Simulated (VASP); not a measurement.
Crystal: TiCo3.

```xyz
4
Lattice="3.5280 0.0000 0.0000 0.0000 3.5280 0.0000 0.0000 0.0000 3.5280" Properties=species:S:1:pos:R:3 pbc="T T T"
Ti    0.0000    0.0000    0.0000
Co    0.0000    1.7640    1.7640
Co    1.7640    0.0000    1.7640
Co    1.7640    1.7640    0.0000
```

Base run:

```yaml
Program: VASP 6.6.1
Functional: PBEsol
Potentials_or_basis: VASP PAW PBE potentials, release 64 (Ti_sv, Co)
Cutoff: 520 eV
k_mesh: 12 × 12 × 12
Occupations: gaussian, width 0.15 eV
Spin: collinear spin, ferromagnetic start
Starting_moments: "[0.6, 1.32, 1.32, 1.32] μB"
Fixed_moment: 4.56 μB
```

Its results: pressure 13.6 GPa; site moments Ti +0.08; Co +1.46 μB.

Question: The run is repeated on the same cell with these changes: fixed moment from 4.56 μB to 3.04 μB; moments at the start from [0.6, 1.32, 1.32, 1.32] to [0.4, 0.88, 0.88, 0.88]. What comes out?

Answer: Pressure 5.6 GPa; site moments Ti -0.28; Co +1.11 μB.

Caveats: the PAW data sets were made with another functional, which shifts forces and pressure a little; the total moment is fixed, so each spin has its own Fermi level.
